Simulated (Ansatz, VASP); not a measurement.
One calculation of Mo, two programs

INCAR

```
ALGO = Normal ; EDIFF = 1E-6
ENCUT = 520 ; GGA = PE
ISIF = 2 ; ISMEAR = 0
LASPH = True ; LCHARG = False
LREAL = False ; LWAVE = False
NBANDS = 13 ; NELM = 80
PREC = Accurate ; SIGMA = 0.15
```

The input KPOINTS:

```
k-points
0
Gamma
  20 20 20
```

File POSCAR:

```
Mo
1.0
   -1.6381495108      1.6381495108      1.4644027894
    1.6381495108     -1.6381495108      1.4644027894
    1.6381495108      1.6381495108     -1.4644027894
Mo
1
Direct
    0.0000000000      0.0000000000      0.0000000000
```

Input for Ansatz:

```yaml
crystal:
  lattice:
    - [-1.6381495108, 1.6381495108, 1.4644027894]
    - [1.6381495108, -1.6381495108, 1.4644027894]
    - [1.6381495108, 1.6381495108, -1.4644027894]
  atoms:
    - { symbol: Mo, position: [0.0, 0.0, 0.0] }
basis:
  ecutwfc: 420
kpoints:
  mp_grid: { grid: [20, 20, 20] }
hamiltonian:
  xc: pbe
  pseudopotentials: { kind: paw, azcp: { folder: soft_1 } }
scf:
  occupations: { method: gaussian, width: 0.15 }
output:
  forces: true
  stress: true
  eigenvalues: true
```

Change from the starting cell: strain +e along x and -e along y +0.0000, strain +e along z and -e/2 along x and y -0.0733.

Alike in both runs: task single point; functional PBE; k mesh 20 × 20 × 20; occupations gaussian, width 0.15 eV; no spin polarisation.

|  | VASP | Ansatz |
| --- | --- | --- |
| version | VASP 6.6.1 | Ansatz 0.2.0 |
| potentials or method | VASP PAW PBE potentials, release 64 (Mo_sv), cutoff 520 eV | scalar-relativistic, plane waves, PAW |
| valence electrons in the cell | 14 | 14 |

VASP gave:

| Quantity | Value |
| --- | --- |
| gap on the k mesh at the Fermi level (eV) | none |
| pressure (GPa) | 3.3 |
| traceless stress, the component that is largest in VASP (GPa) | 20.70 |

Problem. Estimate Ansatz's values.

Solution. gap on the k mesh at the Fermi level (eV): none; pressure (GPa): 2.8; traceless stress, the component that is largest in VASP (GPa): 20.72.

A gap of «none» marks a metal or a gap that the smearing closes.
